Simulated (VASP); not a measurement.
## PbSe: single point with PBEsol

The system is PbSe.

```
CELL_PARAMETERS angstrom
-0.06124 3.03153 3.03153
3.03153 -0.06124 3.03153
3.03153 3.03153 -0.06124
ATOMIC_POSITIONS crystal
Pb 0.00000 0.00000 0.00000
Se 0.50000 0.50000 0.50000
```

This cell differs from its parent crystal: equal xy, yz and zx shear strains of -2 %.

| Item | Value |
| --- | --- |
| Program | VASP 6.6.1 |
| Task | single point |
| Functional | PBEsol |
| Potentials or basis | VASP PAW PBE potentials, release 64 (Pb_d, Se) |
| Cutoff | 520 eV |
| k mesh | 7 × 7 × 7 |
| Occupations | fermi-dirac, width 0.02 eV |
| Spin | no spin polarisation |

```
Pressure               : -0.6 GPa
Band gap on the k mesh : 0.64 eV (least direct gap 0.78 eV)
```

Stress tensor (GPa, compression positive):
```
-0.63  0.34  0.34
 0.34 -0.63  0.34
 0.34  0.34 -0.63
```

Levels at points of the mesh, in eV from the valence-band top:
```csv
k point,band 6,band 7,band 8,band 9,band 10,band 11,band 12,band 13,band 14,band 15
"(0.00, 0.00, 0.00)",-13.35,-6.10,-1.70,-1.70,-1.47,4.88,4.94,4.94,6.56,6.56
```

Run time: 34 s on 1 thread of Intel Xeon 8259CL (shared host), peak memory 0.2 GiB.

Caveat: the cell differs from its parent crystal (equal xy, yz and zx shear strains of -2 %); the PAW data sets were made with another functional, which shifts forces and pressure a little; spin-orbit coupling is left out, which moves the levels of the heavy elements; an odd mesh through Γ misses points on the zone boundary, where band edges can lie.
